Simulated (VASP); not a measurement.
Input of a VASP 6.6.1 run:

INCAR

```
PREC = Accurate
ENCUT = 520
EDIFF = 1E-6
ISMEAR = -1
SIGMA = 0.05
LREAL = F
LASPH = T
NELM = 60
ALGO = Normal
ISIF = 2
LWAVE = F
LCHARG = T
GGA = PS
LELF = T
LVHAR = T
NBANDS = 35
```

File KPOINTS:

```
Automatic mesh
0
Gamma
  4 4 4
```

Contents of POSCAR:

```
Sr2PbSe3
1.0
    3.0831724420     -6.8192640908     -1.0951523126
    3.0879867068      6.8168538023      1.0952410851
    0.0001264205      0.7052125349      4.3086868040
Sr Pb Se
2 1 3
Direct
    0.6640717850      0.3337538222      0.6659033435
    0.3330379098      0.6647676127      0.3348937567
   -0.0013992811     -0.0006991639      0.0004308093
    0.1653706458      0.8324452615      0.6672301961
    0.8317416939      0.1660844106      0.3335833406
    0.4985119831      0.4992268382      0.0003905304
```

Potentials or basis: VASP PAW PBE potentials, release 64 (Sr_sv, Pb_d, Se).

The run is started by

```console
$ cat potpaw_PBE.64/Sr_sv/POTCAR potpaw_PBE.64/Pb_d/POTCAR potpaw_PBE.64/Se/POTCAR > POTCAR
$ mpirun -np 1 vasp_std > vasp.out
```

(1) Estimate the band gap on the k mesh.

(2) Predict the largest force.

Answers

(1) 1.91 eV (least direct gap 1.97 eV).

(2) 0.014 eV/Å.

Caveat: the PAW data sets were made with another functional, which shifts forces and pressure a little; spin-orbit coupling is left out, which moves the levels of the heavy elements.
